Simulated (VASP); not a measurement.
Write the native input for VASP 6.6.1 that does the following.

```
Task                   : single point
Functional             : r2SCAN
Potentials or basis    : VASP PAW PBE potentials, release 64 (Si)
Cutoff                 : 520 eV
k mesh                 : 12 × 12 × 4
Occupations            : gaussian, width 0.05 eV
Spin                   : no spin polarisation
Dipole correction      : no
Further INCAR settings : ALGO = Normal; EDIFF = 1e-06; NBANDS = 16
```

The system is Si.

```
Si
1.0
     3.83191    0.00000    0.00000
    -1.91595    3.31853    0.00000
     0.00000    0.00000    6.08815
Si
4
Cartesian
  0.0000 2.2124 0.3841
  1.9160 1.1062 3.4282
  0.0000 2.2124 2.6600
  1.9160 1.1062 5.7040
```

This cell differs from its parent crystal: strain +0.000 along x and y, -0.040 along z.

One way to write it, as run:

POSCAR

```
Si
1.0
    3.8319083593      0.0000000000      0.0000000000
   -1.9159541797      3.3185299841      0.0000000000
    0.0000000000      0.0000000000      6.0881471282
Si
4
Direct
    0.3333333333      0.6666666667      0.0630908785
    0.6666666667      0.3333333333      0.5630908785
    0.3333333333      0.6666666667      0.4369091215
    0.6666666667      0.3333333333      0.9369091215
```

INCAR.step1

```
  PREC = Accurate
  ENCUT = 520
  ISMEAR = 0
  SIGMA = 0.05
  LREAL = False
  LASPH = True
  NELM = 80
  NBANDS = 16
  GGA = PE
  ALGO = Normal
  EDIFF = 1E-4
  LWAVE = True
  LCHARG = False
```

INCAR.step2

```
  PREC = Accurate
  ENCUT = 520
  EDIFF = 1E-6
  ISMEAR = 0
  SIGMA = 0.05
  LREAL = False
  LASPH = True
  NELM = 80
  ALGO = Normal
  ISIF = 2
  LWAVE = False
  LCHARG = False
  METAGGA = R2SCAN
  LMIXTAU = True
  NBANDS = 16
  ISTART = 1
```

KPOINTS

```
regular mesh
0
Gamma
  12 12 4
```

Potentials or basis: VASP PAW PBE potentials, release 64 (Si).

Command:

```console
$ cat potpaw_PBE.64/Si/POTCAR > POTCAR
$ cp INCAR.step1 INCAR
$ mpirun -np 1 vasp_std > vasp.out
$ cp INCAR.step2 INCAR
$ mpirun -np 1 vasp_std > vasp.out
```

It gave:

```
Pressure               : 4.4 GPa
Largest force          : 0.557 eV/Å
Band gap on the k mesh : 0.33 eV (least direct gap 1.00 eV)
```

Caveat: the cell differs from its parent crystal (strain +0.000 along x and y, -0.040 along z); the cell stands under pressure; the PAW data sets were made with another functional, which shifts forces and pressure a little.

Wall time 2.5 min on 1 thread of AMD EPYC 9R45 96-Core Processor (Zen 5), on a shared host, peak memory 0.18 GiB.
